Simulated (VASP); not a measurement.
# LiBeS3 (P4mm) in VASP: notebook, part 2 of 3

VASP 6.6.1. The steps go on from the part before.

## 3. Relaxation of cell and atoms, PBE

This run uses another cell than the first one, of 19.08 Å³/atom, 0.985 times its volume.

Contents of INCAR:

```
SYSTEM = LiBeS3
PREC = Accurate ; ENCUT = 600
EDIFF = 1E-6 ; ISMEAR = 0
SIGMA = 0.1 ; LREAL = .False.
LASPH = .True. ; NELM = 100
ALGO = Normal ; ISIF = 3
LWAVE = .False. ; LCHARG = .False.
GGA = PE ; IBRION = 2
NSW = 100 ; EDIFFG = -0.01
```

Contents of KPOINTS:

```
Automatic mesh
0
Gamma
  10 10 6
  0 0 0
```

Contents of POSCAR:

```
LiBeS3
1.0
    3.6024645046      0.0000000000      0.0000000000
    0.0000000000      3.6024645046      0.0000000000
    0.0000000000      0.0000000000      7.3501681660
Li Be S
1 1 3
Direct
    0.5000000000      0.5000000000      0.6597309605
    0.0000000000      0.0000000000      0.9604706909
    0.5000000000      0.0000000000      0.1469207404
    0.0000000000      0.5000000000      0.1469207404
    0.0000000000      0.0000000000      0.6941588877
```

Potentials or basis: VASP PAW PBE potentials, release 64 (Li_sv, Be, S).

Run with:

```
$ cat potpaw_PBE.64/Li_sv/POTCAR potpaw_PBE.64/Be/POTCAR potpaw_PBE.64/S/POTCAR > POTCAR
$ mpirun -np 1 vasp_std > vasp.out
```

OUTCAR:

```text
SYSTEM = LiBeS3
   PREC = Accurate
   ENCUT = 600
   EDIFF = 1E-6
   ISMEAR = 0
   LREAL = .False.
   LASPH = .True.
   NELM = 100
   ISIF = 3
   GGA = PE
   IBRION = 2
   NSW = 100
   EDIFFG = -0.01

 ion  position               nearest neighbor table
   1  0.500  0.500  0.660-   5 2.56   5 2.56   5 2.56   5 2.56
   2  0.000  0.000  0.960-   5 1.96   4 2.26   3 2.26   4 2.26   3 2.26
   3  0.500  0.000  0.147-   2 2.26   2 2.26   4 2.55   4 2.55   4 2.55   4 2.55
   4  0.000  0.500  0.147-   2 2.26   2 2.26   3 2.55   3 2.55   3 2.55   3 2.55
   5  0.000  0.000  0.694-   2 1.96   1 2.56   1 2.56   1 2.56   1 2.56

  LATTYP: Found a simple tetragonal cell.
 ALAT       =     3.6024645046
 C/A-ratio  =     2.0403166101

  Lattice vectors:

 A1 = (   3.6024645046,   0.0000000000,   0.0000000000)
 A2 = (   0.0000000000,   3.6024645046,   0.0000000000)
 A3 = (   0.0000000000,   0.0000000000,   7.3501681660)

Analysis of symmetry for initial positions (statically):
=====================================================================
 Subroutine PRICEL returns:
 Original cell was already a primitive cell.

 Routine SETGRP: Setting up the symmetry group for a
 simple tetragonal supercell.

 Subroutine GETGRP returns: Found  8 space group operations
 (whereof  8 operations were pure point group operations)
 out of a pool of 16 trial point group operations.

The static configuration has the point symmetry C_4v.

Analysis of symmetry for dynamics (positions and initial velocities):
=====================================================================
 Subroutine PRICEL returns:
 Original cell was already a primitive cell.

 Routine SETGRP: Setting up the symmetry group for a
 simple tetragonal supercell.

 Subroutine GETGRP returns: Found  8 space group operations
 (whereof  8 operations were pure point group operations)
 out of a pool of 16 trial point group operations.

The dynamic configuration has the point symmetry C_4v.

 Subroutine INISYM returns: Found  8 space group operations
 (whereof  8 operations are pure point group operations),
 and found     1 'primitive' translations

----------------------------------------------------------------------------------------

                                     Primitive cell

  volume of cell :      95.3886

  direct lattice vectors                    reciprocal lattice vectors
     3.602464505  0.000000000  0.000000000     0.277587745  0.000000000  0.000000000
     0.000000000  3.602464505  0.000000000     0.000000000  0.277587745  0.000000000
     0.000000000  0.000000000  7.350168166     0.000000000  0.000000000  0.136051309

  length of vectors
     3.602464505  3.602464505  7.350168166     0.277587745  0.277587745  0.136051309

  position of ions in fractional coordinates (direct lattice)
     0.500000000  0.500000000  0.659730960
     0.000000000  0.000000000  0.960470691
     0.500000000  0.000000000  0.146920740
     0.000000000  0.500000000  0.146920740
     0.000000000  0.000000000  0.694158888

  ion indices of the primitive-cell ions
   primitive index   ion index
                 1           1
                 2           2
                 3           3
                 4           4
[... 73 lines left out ...]
   EDIFF  = 0.1E-05   stopping-criterion for ELM
   LREAL  =      F    real-space projection
   EDIFFG = -.1E-01   stopping-criterion for IOM
   NSW    =    100    number of steps for IOM
   IBRION =      2    ionic relax: 0-MD 1-quasi-New 2-CG
   NFREE  =      1    steps in history (QN), initial steepest desc. (CG)
   ISIF   =      3    stress and relaxation
   ISYM   =      2    0-nonsym 1-usesym 2-fastsym
   POTIM  = 0.5000    time-step for ionic-motion
   TEBEG  =    0.0;   TEEND  =   0.0 temperature during run
   PSTRESS=    0.0 pullay stress
   NELECT =      23.0000    total number of electrons
   NUPDOWN=      -1.0000    fix difference up-down
   EMIN   =  10.00;   EMAX   =-10.00  energy-range for DOS
   EFERMI =   0.00;   METHOD = LEGACY
   ISMEAR =     0;   SIGMA  =   0.10  broadening in eV -4-tet -1-fermi 0-gaus
   EFERMI_NEDOS =   21; number of points for ismear=-14 and -15
   IALGO  =     38    algorithm
   IMIX   =      4    mixing-type and parameters
     AMIX     =   0.40;   BMIX     =  1.00
     AMIX_MAG =   1.60;   BMIX_MAG =  1.00
  volume/ion in A,a.u.               =      19.08       128.74
  Fermi-wavevector in a.u.,A,eV,Ry     =   1.018948  1.925532 14.126308  1.038254
  Thomas-Fermi vector in A             =   2.152434
   LORBIT       =      0    0 simple, 1 ext, 2 COOP (PROOUT), +10 PAW based schemes
   GGA     = PE    functional components
   LHFCALC =     F    Hartree Fock is set to
   AEXX    =    0.0000 exact exchange contribution
   IVDW    =     0    specifies the selected vdW correction
   LEPSILON=     F    determine dielectric tensor
   LRPA    =     F    only Hartree local field effects (RPA)
 conjugate gradient relaxation of ions
 non-spin polarized calculation
 Gauss-broadening in eV      SIGMA  =   0.10
  energy-cutoff  :      600.00
  volume of cell :       95.39
 maximum number of plane-waves:      3210
 NGX is ok and might be reduce to    30
   NGX = 15   NGY = 15   NGZ = 29

--------------------------------------- Ionic step        1  -------------------------------------------

 number of electron      22.9999988 magnetization

 Free energy of the ion-electron system (eV)
  ---------------------------------------------------
  ext. energy  EPLUGINS =         0.00000000
  ---------------------------------------------------
  free energy    TOTEN  =       -20.11047413 eV

  energy without entropy =      -20.09937438  energy(sigma->0) =      -20.10492426

------------------------ aborting loop because EDIFF is reached ----------------------------------------

  FORCE on cell =-STRESS in cart. coord.  units (eV):
  Direction    XX          YY          ZZ          XY          YZ          ZX
  --------------------------------------------------------------------------------------
  -------------------------------------------------------------------------------------
  Total       -0.0762736     -0.0762736     -0.0734018      0.0000000      0.0000000      0.0000000
  in kB       -1.2811156     -1.2811156     -1.2328789      0.0000000      0.0000000      0.0000000
  external PRESSURE =      -1.2650367 kB  Pullay stress =       0.0000000 kB
[... 98 lines left out ...]
  FREE ENERGIE OF THE ION-ELECTRON SYSTEM (eV)
  ---------------------------------------------------
  free  energy   TOTEN  =       -20.1111214667 eV

  energy  without entropy=      -20.1005221363  energy(sigma->0) =      -20.10582180

[... ionic steps 4 to 7 ...]

--------------------------------------- Ionic step        8  -------------------------------------------

 number of electron      22.9999989 magnetization

------------------------ aborting loop because EDIFF is reached ----------------------------------------
[... 73 lines left out ...]
--------------------------------------- Ionic step       10  -------------------------------------------

 number of electron      22.9999989 magnetization

 Free energy of the ion-electron system (eV)
  ---------------------------------------------------
  ext. energy  EPLUGINS =         0.00000000
  ---------------------------------------------------
  free energy    TOTEN  =       -20.11151660 eV

  energy without entropy =      -20.10148751  energy(sigma->0) =      -20.10650206

 E-fermi :   2.6919     XC(G=0):  -8.5177

 val. band max:        2.6621625475   @ k =   0.1000   0.0000   0.5000
 cond. band min:       2.7231940739   @ k =   0.4000   0.2000   0.5000
 fundamental gap:      0.0610315264
 Fermi energy:         2.6918655237

 k-point     1 :       0.0000    0.0000    0.0000
  band No.  band energies     occupation
      1     -42.2326      2.00000
      2     -13.2591      2.00000
      3      -8.8496      2.00000
      4      -6.7496      2.00000
      5      -2.8306      2.00000
      6      -2.5649      2.00000
      7      -2.5649      2.00000
      8       0.4166      2.00000
      9       2.3875      1.99998
     10       2.3875      1.99998
     11       2.7561      0.36359
     12       5.0218      0.00000
     13       5.0218      0.00000
     14       5.1345      0.00000
[... 401 lines left out ...]
      2     -12.8810      2.00000
      3      -8.7345      2.00000
      4      -7.9661      2.00000
      5      -2.4732      2.00000
      6      -2.1801      2.00000
      7      -1.7291      2.00000
      8       0.3967      2.00000
      9       1.2545      2.00000
     10       2.1117      2.00000
     11       2.5247      1.98193
     12       3.4420      0.00000
     13       3.9077      0.00000
     14       6.6177      0.00000
     15       6.9289      0.00000

 [... further k-points ...]
[... 5 lines left out ...]
  --------------------------------------------------------------------------------------
  -------------------------------------------------------------------------------------
  Total       -0.0112712     -0.0112712     -0.0052417      0.0000000      0.0000000      0.0000000
  in kB       -0.1898454     -0.1898454     -0.0882874      0.0000000      0.0000000      0.0000000
  external PRESSURE =      -0.1559927 kB  Pullay stress =       0.0000000 kB
[... 20 lines left out ...]
  FREE ENERGIE OF THE ION-ELECTRON SYSTEM (eV)
  ---------------------------------------------------
  free  energy   TOTEN  =       -20.1115166040 eV

  energy  without entropy=      -20.1014875133  energy(sigma->0) =      -20.10650206

 reached required accuracy - stopping structural energy minimisation
```

CONTCAR:

```text
LiBeS3
   1.00000000000000
     3.5969105834921944    0.0000000000000000    0.0000000000000000
     0.0000000000000000    3.5969105834921944   -0.0000000000000000
     0.0000000000000000    0.0000000000000000    7.3523015258609972
  Li              Be              S
     1     1     3
Direct
     0.5000000000000000    0.5000000000000000    0.6617018581278153
     0.0000000000000000    0.0000000000000000    0.9585421254532025
     0.5000000000000000    0.0000000000000000    0.1471606195901575
     0.0000000000000000    0.5000000000000000    0.1471606195901575
     0.0000000000000000    0.0000000000000000    0.6936367971386660

  0.00000000E+00  0.00000000E+00  0.00000000E+00
  0.00000000E+00  0.00000000E+00  0.00000000E+00
  0.00000000E+00  0.00000000E+00  0.00000000E+00
  0.00000000E+00  0.00000000E+00  0.00000000E+00
  0.00000000E+00  0.00000000E+00  0.00000000E+00
```

Run time: 12 min. Hardware: 1 thread of Intel Xeon Platinum 8259CL at 2.50GHz (Skylake/Cascade Lake), shared host; peak memory 0.32 GiB.

Results:

- Free energy: -20.1115 eV
- Relaxed volume: 19.02 Å³/atom
- Relaxed cell: a = 3.597 Å, b = 3.597 Å, c = 7.352 Å, α = 90.00°, β = 90.00°, γ = 90.00°
- Space group after relaxing (to 0.05 Å): P4mm (No. 99)
- Energy gained by relaxing: 0.2 meV/atom
- Ionic steps: 10
- Pressure after relaxing: 0.0 GPa
- Largest force after relaxing: 0.007 eV/Å

Forces on the atoms (eV/Å):
```
Li   0.000  0.000  0.000
Be   0.000  0.000  0.003
S    0.000  0.000 -0.005
S    0.000  0.000 -0.005
S    0.000  0.000  0.007
```

Step by step:
```csv
step,energy change (eV),largest force (eV/Å),pressure (GPa),volume (Å³)
1,0.0000,0.1318,-0.13,95.39
2,-0.0006,0.0450,0.02,95.18
3,-0.0006,0.0431,0.02,95.18
4,-0.0009,0.0211,0.01,95.17
5,-0.0009,0.0153,0.00,95.16
6,-0.0010,0.0143,0.00,95.16
7,-0.0010,0.0107,-0.01,95.16
8,-0.0010,0.0208,-0.03,95.17
9,-0.0010,0.0170,-0.03,95.16
10,-0.0010,0.0071,-0.02,95.12
```

Final structure:
```xyz
5
Lattice="3.5969 0.0000 0.0000 0.0000 3.5969 0.0000 0.0000 0.0000 7.3523" Properties=species:S:1:pos:R:3 pbc="T T T"
Li    1.7985    1.7985    4.8650
Be    0.0000    0.0000    7.0475
S     1.7985    0.0000    1.0820
S     0.0000    1.7985    1.0820
S     0.0000    0.0000    5.0998
```

Caveat: the cutoff is under 1.25 times the usual one of these potentials, so pressure, stress and relaxed cells hold a basis-set (Pulay) error.

## 4. Single point, PBE

This run uses another cell than the first one, of 19.08 Å³/atom, 0.985 times its volume.

Contents of INCAR:

```
ALGO = Normal
EDIFF = 1E-6
ENCUT = 520
GGA = PE
ISIF = 2
ISMEAR = 0
LASPH = True
LCHARG = False
LREAL = False
LWAVE = False
NBANDS = 20
NELM = 100
PREC = Accurate
SIGMA = 0.1
```

Contents of KPOINTS:

```
k-points
0
Gamma
  6 6 4
```

POSCAR is that of step 3.

Potentials or basis: VASP PAW PBE potentials, release 64 (Li_sv, Be, S).

Run with:

```
$ cat potpaw_PBE.64/Li_sv/POTCAR potpaw_PBE.64/Be/POTCAR potpaw_PBE.64/S/POTCAR > POTCAR
$ mpirun -np 1 vasp_std > vasp.out
```

OUTCAR:

```text
EDIFF = 1E-6
   ENCUT = 520
   GGA = PE
   ISIF = 2
   ISMEAR = 0
   LASPH = True
   LREAL = False
   NELM = 100
   PREC = Accurate

 ion  position               nearest neighbor table
   1  0.500  0.500  0.660-   5 2.56   5 2.56   5 2.56   5 2.56
   2  0.000  0.000  0.960-   5 1.96   4 2.26   3 2.26   4 2.26   3 2.26
   3  0.500  0.000  0.147-   2 2.26   2 2.26   4 2.55   4 2.55   4 2.55   4 2.55
   4  0.000  0.500  0.147-   2 2.26   2 2.26   3 2.55   3 2.55   3 2.55   3 2.55
   5  0.000  0.000  0.694-   2 1.96   1 2.56   1 2.56   1 2.56   1 2.56

  LATTYP: Found a simple tetragonal cell.
 ALAT       =     3.6024645046
 C/A-ratio  =     2.0403166101

  Lattice vectors:

 A1 = (   3.6024645046,   0.0000000000,   0.0000000000)
 A2 = (   0.0000000000,   3.6024645046,   0.0000000000)
 A3 = (   0.0000000000,   0.0000000000,   7.3501681660)

Analysis of symmetry for initial positions (statically):
=====================================================================
 Subroutine PRICEL returns:
 Original cell was already a primitive cell.

 Routine SETGRP: Setting up the symmetry group for a
 simple tetragonal supercell.

 Subroutine GETGRP returns: Found  8 space group operations
 (whereof  8 operations were pure point group operations)
 out of a pool of 16 trial point group operations.

The static configuration has the point symmetry C_4v.

Analysis of symmetry for dynamics (positions and initial velocities):
=====================================================================
 Subroutine PRICEL returns:
 Original cell was already a primitive cell.

 Routine SETGRP: Setting up the symmetry group for a
 simple tetragonal supercell.

 Subroutine GETGRP returns: Found  8 space group operations
 (whereof  8 operations were pure point group operations)
[... 120 lines left out ...]
   NUPDOWN=      -1.0000    fix difference up-down
   EMIN   =  10.00;   EMAX   =-10.00  energy-range for DOS
   EFERMI =   0.00;   METHOD = LEGACY
   ISMEAR =     0;   SIGMA  =   0.10  broadening in eV -4-tet -1-fermi 0-gaus
   EFERMI_NEDOS =   21; number of points for ismear=-14 and -15
   IALGO  =     38    algorithm
   IMIX   =      4    mixing-type and parameters
     AMIX     =   0.40;   BMIX     =  1.00
     AMIX_MAG =   1.60;   BMIX_MAG =  1.00
  volume/ion in A,a.u.               =      19.08       128.74
  Fermi-wavevector in a.u.,A,eV,Ry     =   1.018948  1.925532 14.126308  1.038254
  Thomas-Fermi vector in A             =   2.152434
   LORBIT       =      0    0 simple, 1 ext, 2 COOP (PROOUT), +10 PAW based schemes
   GGA     = PE    functional components
   LHFCALC =     F    Hartree Fock is set to
   AEXX    =    0.0000 exact exchange contribution
   IVDW    =     0    specifies the selected vdW correction
   LEPSILON=     F    determine dielectric tensor
   LRPA    =     F    only Hartree local field effects (RPA)
 non-spin polarized calculation
 Gauss-broadening in eV      SIGMA  =   0.10
  energy-cutoff  :      520.00
  volume of cell :       95.39
 maximum number of plane-waves:      2604
 NGX is ok and might be reduce to    28
   NGX = 13   NGY = 13   NGZ = 27

 number of electron      22.9999991 magnetization

 Free energy of the ion-electron system (eV)
  ---------------------------------------------------
  ext. energy  EPLUGINS =         0.00000000
  ---------------------------------------------------
  free energy    TOTEN  =       -20.14622443 eV

  energy without entropy =      -20.13453200  energy(sigma->0) =      -20.14037821

 E-fermi :   2.6946     XC(G=0):  -8.5072

 val. band max:        2.6346354580   @ k =   0.3333   0.0000   0.0000
 cond. band min:       2.7048693663   @ k =   0.3333   0.0000   0.5000
 fundamental gap:      0.0702339083
 Fermi energy:         2.6945571892

 k-point     1 :       0.0000    0.0000    0.0000
  band No.  band energies     occupation
      1     -42.3464      2.00000
      2     -13.1794      2.00000
      3      -8.9428      2.00000
      4      -6.7127      2.00000
      5      -2.7920      2.00000
      6      -2.5083      2.00000
[... 541 lines left out ...]
     19      10.7442      0.00000
     20      10.7541      0.00000

 [... further k-points ...]
[... 5 lines left out ...]
  --------------------------------------------------------------------------------------
  -------------------------------------------------------------------------------------
  Total       -0.0383462     -0.0383462     -0.0489908      0.0000000      0.0000000      0.0000000
  in kB       -0.6440753     -0.6440753     -0.8228649      0.0000000      0.0000000      0.0000000
  external PRESSURE =      -0.7036718 kB  Pullay stress =       0.0000000 kB

 VOLUME and BASIS-vectors are now :
 -----------------------------------------------------------------------------
  energy-cutoff  :      520.00
  volume of cell :       95.39
      direct lattice vectors                 reciprocal lattice vectors
     3.602464505  0.000000000  0.000000000     0.277587745  0.000000000  0.000000000
     0.000000000  3.602464505  0.000000000     0.000000000  0.277587745  0.000000000
     0.000000000  0.000000000  7.350168166     0.000000000  0.000000000  0.136051309

 POSITION                                       TOTAL-FORCE (eV/Angst)
 -----------------------------------------------------------------------------------
      1.80123      1.80123      4.84913         0.000000     -0.000000      0.007750
      0.00000      0.00000      7.05962        -0.000000      0.000000     -0.010660
      1.80123      0.00000      1.07989        -0.000000     -0.000000     -0.000917
      0.00000      1.80123      1.07989        -0.000000      0.000000     -0.000917
      0.00000      0.00000      5.10218        -0.000000     -0.000000      0.004745
 -----------------------------------------------------------------------------------
    total drift:                                0.000000     -0.000000     -0.001260

  FREE ENERGIE OF THE ION-ELECTRON SYSTEM (eV)
  ---------------------------------------------------
  free  energy   TOTEN  =       -20.1462244324 eV

  energy  without entropy=      -20.1345319967  energy(sigma->0) =      -20.14037821
```

OSZICAR:

```text
N       E                     dE             d eps       ncg     rms          rms(c)
DAV:   1     0.113899095333E+03    0.11390E+03   -0.94309E+03  1200   0.100E+03
DAV:   2    -0.950527900612E+01   -0.12340E+03   -0.11841E+03  1536   0.207E+02
[... 12 lines left out ...]
DAV:  15    -0.201463140077E+02    0.18617E-02   -0.37726E-03  1596   0.298E-01    0.264E-01
DAV:  16    -0.201464511212E+02   -0.13711E-03   -0.53984E-04  1448   0.123E-01    0.134E-01
DAV:  17    -0.201462908624E+02    0.16026E-03   -0.18021E-04  1528   0.674E-02    0.789E-02
DAV:  18    -0.201462327349E+02    0.58128E-04   -0.13872E-04  1732   0.554E-02    0.513E-02
DAV:  19    -0.201462243369E+02    0.83979E-05   -0.22986E-05  1468   0.245E-02    0.310E-02
DAV:  20    -0.201462244324E+02   -0.95485E-07   -0.60160E-06  1416   0.127E-02
   1 F= -.20146224E+02 E0= -.20140378E+02  d E =-.116924E-01
```

Run time: 79 s. Hardware: 1 thread of Intel Xeon Platinum 8259CL at 2.50GHz (Skylake/Cascade Lake), shared host; peak memory 0.22 GiB.

Results:

```yaml
Free_energy: -20.1462 eV
Largest_force: 0.011 eV/Å
```

Forces on the atoms (eV/Å):
```
Li   0.000  0.000  0.008
Be   0.000  0.000 -0.011
S    0.000  0.000 -0.001
S    0.000  0.000 -0.001
S    0.000  0.000  0.005
```

Caveat: the cutoff is under 1.25 times the usual one of these potentials, so pressure, stress and relaxed cells hold a basis-set (Pulay) error.

(Part 2 of 3 ends here.)
